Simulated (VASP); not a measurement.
Write the native input for VASP 6.6.1 that does the following.

```yaml
Task: single point
Functional: PBEsol
Potentials_or_basis: VASP PAW PBE potentials, release 64 (Sc_sv, Hg)
Cutoff: 520 eV
k_mesh: 14 × 14 × 14
Occupations: gaussian, width 0.15 eV
Spin: no spin polarisation
Dipole_correction: no
Further_INCAR_settings: ALGO = Fast; EDIFF = 1e-07; NBANDS = 18
```

The structure of ScHg lies in POSCAR:

```
ScHg
1.0
    3.4800000000      0.0000000000      0.0000000000
    0.0000000000      3.4800000000      0.0000000000
    0.0000000000      0.0000000000      3.5148000000
Sc Hg
1 1
Direct
    0.5000000000      0.5000000000      0.5000000000
    0.0000000000      0.0000000000      0.0000000000
```

This cell differs from its parent crystal: strain +0.0100 x Voigt [0, 0, 1, 0, 0, 0].

The input as run:

INCAR

```
PREC = Accurate
ENCUT = 520
EDIFF = 1E-7
ISMEAR = 0
SIGMA = 0.15
LREAL = F
LASPH = T
NELM = 60
ALGO = Fast
ISIF = 2
LWAVE = F
LCHARG = F
GGA = PS
NBANDS = 18
```

KPOINTS

```
regular mesh
0
Gamma
  14 14 14
```

Potentials or basis: VASP PAW PBE potentials, release 64 (Sc_sv, Hg).

The run is started by

```sh
$ cat potpaw_PBE.64/Sc_sv/POTCAR potpaw_PBE.64/Hg/POTCAR > POTCAR
$ mpirun -np 1 vasp_std > vasp.out
```

It gave:

```
Pressure : -1.6 GPa
```

Caveat: the cell differs from its parent crystal (strain +0.0100 x Voigt [0, 0, 1, 0, 0, 0]); the PAW data sets were made with another functional, which shifts forces and pressure a little.

Wall time 4.8 min on 1 thread of Oxide Virtual Turin-like Processor (shared host), peak memory 0.31 GiB.
